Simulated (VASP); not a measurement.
Here is a VASP 6.6.1 calculation.

File INCAR:

```
  ALGO = Normal
  EDIFF = 1E-7
  ENCUT = 520
  GGA = PE
  ISIF = 2
  ISMEAR = 0
  LASPH = T
  LCHARG = T
  LELF = T
  LREAL = F
  LVHAR = T
  LWAVE = F
  NBANDS = 19
  NELM = 100
  PREC = Accurate
  SIGMA = 0.1
```

KPOINTS

```
k-points
0
Gamma
  6 4 2
```

POSCAR

```
Na3H
1.0
    2.5218626600      0.0000000000      0.0000000000
    0.0000000000      3.9590129900      0.0000000000
    0.0000000000      0.0000000000      7.6183511800
Na H
3 1
Direct
    0.5000000000      0.0000000000      0.0000000000
    0.5000000000      0.0000000000      0.6877655800
    0.5000000000      0.0000000000      0.3122344200
    0.0000000000      0.0000000000      0.5000000000
```

Potentials or basis: VASP PAW PBE potentials, release 64 (Na_pv, H).

Run with:

```sh
$ cat potpaw_PBE.64/Na_pv/POTCAR potpaw_PBE.64/H/POTCAR > POTCAR
$ mpirun -np 1 vasp_std > vasp.out
```

(1) What does it give for the pressure?

(2) Estimate the largest force.

Answers

(1) 14.7 GPa.

(2) 0.341 eV/Å.

Caveat: the k points lie up to 0.42 Å⁻¹ apart.
